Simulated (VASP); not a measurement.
Write the native input for VASP 6.6.1 that does the following.

- Task: single point
- Functional: PBE
- Potentials or basis: VASP PAW PBE potentials, release 64 (Ir)
- Cutoff: 520 eV
- k mesh: 22 × 22 × 22
- Occupations: gaussian, width 0.15 eV
- Spin: no spin polarisation
- Dipole correction: no
- Further INCAR settings: ALGO = Normal; EDIFF = 1e-06; NBANDS = 10

The structure of Ir lies in POSCAR:

```
Ir
1.0
    0.0000000000      2.2663664184      1.5012411155
    2.2663664184      0.0000000000      1.5012411155
    2.2663664184      2.2663664184      0.0000000000
Ir
1
Direct
    0.0000000000      0.0000000000      0.0000000000
```

The input as run:

INCAR

```
SYSTEM = Ir
PREC = Accurate ; ENCUT = 520
EDIFF = 1E-6 ; ISMEAR = 0
SIGMA = 0.15 ; LREAL = .False.
LASPH = .True. ; NELM = 60
ALGO = Normal ; ISIF = 2
LWAVE = .False. ; LCHARG = .True.
GGA = PE ; LELF = .True.
LVHAR = .True. ; NBANDS = 10
```

KPOINTS

```
regular mesh
0
Gamma
  22 22 22
  0 0 0
```

Potentials or basis: VASP PAW PBE potentials, release 64 (Ir).

Run with:

```console
$ cat potpaw_PBE.64/Ir/POTCAR > POTCAR
$ mpirun -np 1 vasp_std > vasp.out
```

It gave:

The pressure is -7.9 GPa. The band gap on the k mesh is zero (an odd number of electrons rules out a gap without spin polarisation).

Caveat: the cell stands under tension; spin-orbit coupling is left out, which moves the levels of the heavy elements.

Wall time 36 s on 1 thread of Intel(R) Xeon(R) 6975P-C (Granite Rapids), with other jobs on the host, peak memory 0.24 GiB.
